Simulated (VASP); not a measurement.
The system is TePb.

```xyz
2
Lattice="0.0000 3.6415 3.6415 3.6415 0.0000 3.6415 3.6415 3.6415 0.0000" Properties=species:S:1:pos:R:3 pbc="T T T"
Pb    0.0000    0.0000    0.0000
Te    1.8207    1.8207    1.8207
```

Base run:

```yaml
Program: VASP 6.6.1
Functional: PBE
Potentials_or_basis: VASP PAW PBE potentials, release 64 (Pb_d, Te)
Cutoff: 520 eV
k_mesh: 4 × 4 × 4
Occupations: gaussian, width 0.01 eV
Spin: no spin polarisation
```

Its results: band gap on the k mesh 0.59 eV, indirect (least direct gap 1.19 eV); pressure 0.5 GPa.

Problem. The run is repeated on the same cell with these changes: functional from PBE to PBE0; further incar settings from ALGO = Normal; EDIFF = 1e-06; NBANDS = 17 to ALGO = Normal; EDIFF = 1e-07; NBANDS = 17. What comes out?

Solution. Band gap on the k mesh 1.60 eV, indirect (least direct gap 2.28 eV); pressure -0.2 GPa.

Caveats: spin-orbit coupling is left out, which moves the levels of the heavy elements; the PAW data sets were made with another functional, which shifts forces and pressure a little (some runs).

A k mesh can miss the band edges.
